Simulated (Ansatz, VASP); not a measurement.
# One calculation of Zr, two programs

File INCAR:

```
SYSTEM = Zr
PREC = Accurate ; ENCUT = 520
EDIFF = 1E-7 ; ISMEAR = -1
SIGMA = 0.03 ; LREAL = .False.
LASPH = .True. ; NELM = 100
ALGO = Normal ; ISIF = 2
LWAVE = .False. ; LCHARG = .False.
GGA = CA ; NBANDS = 12
```

File KPOINTS:

```
Automatic mesh
0
Gamma
  16 16 16
  0 0 0
```

File POSCAR:

```
Zr
1.0
   -1.8100000000      1.8100000000      1.8462000000
    1.8100000000     -1.8100000000      1.8462000000
    1.8100000000      1.8100000000     -1.8462000000
Zr
1
Direct
    0.0000000000      0.0000000000      0.0000000000
```

Input for Ansatz:

```yaml
crystal:
  lattice:
    - [-1.81, 1.81, 1.8462]
    - [1.81, -1.81, 1.8462]
    - [1.81, 1.81, -1.8462]
  atoms:
    - { symbol: Zr, position: [0.0, 0.0, 0.0] }
kpoints:
  mp_grid: { grid: [16, 16, 16] }
  band_path:
    path:
      - [0.0, 0.0, 0.0]
      - [0.0, 0.0, 0.5]
      - [0.25, 0.25, 0.25]
      - [0.0, 0.5, 0.0]
      - [0.0, 0.0, 0.0]
      - [0.5, 0.5, -0.5]
      - [0.4902921953, 0.5097078047, -0.4902921953]
      - [-0.4902921953, 0.4902921953, 0.4902921953]
      - [0.0, 0.0, 0.0]
    npoints: 5
scf:
  occupations: { method: fermi_dirac, width: 0.03 }
hamiltonian:
  xc: lda
  pseudopotentials: { kind: all_electron, lapw: { basis_error: 0.0005 } }
output:
  forces: true
  stress: true
  eigenvalues: true
```

Change from the starting cell: zz strain of +2 %.

Alike in both runs: task single point; functional LDA; k mesh 16 × 16 × 16; occupations fermi-dirac, width 0.03 eV; no spin polarisation.

|  | VASP | Ansatz |
| --- | --- | --- |
| version | VASP 6.6.1 | Ansatz 0.2.0 |
| potentials or method | VASP PAW LDA potentials, release 64 (Zr_sv), cutoff 520 eV | all-electron LAPW, scalar-relativistic |

```tsv
	VASP	Ansatz	Ansatz less VASP
pressure (GPa)	-10.8	-10.8	-0.05
traceless stress, the component that is largest in VASP (GPa)	0.27	0.28	+0.005
```

LDA's correlation is that of Perdew and Zunger in VASP and of Perdew and Wang (1992) in Ansatz. Ansatz ran all-electron here, and VASP with PAW potentials.
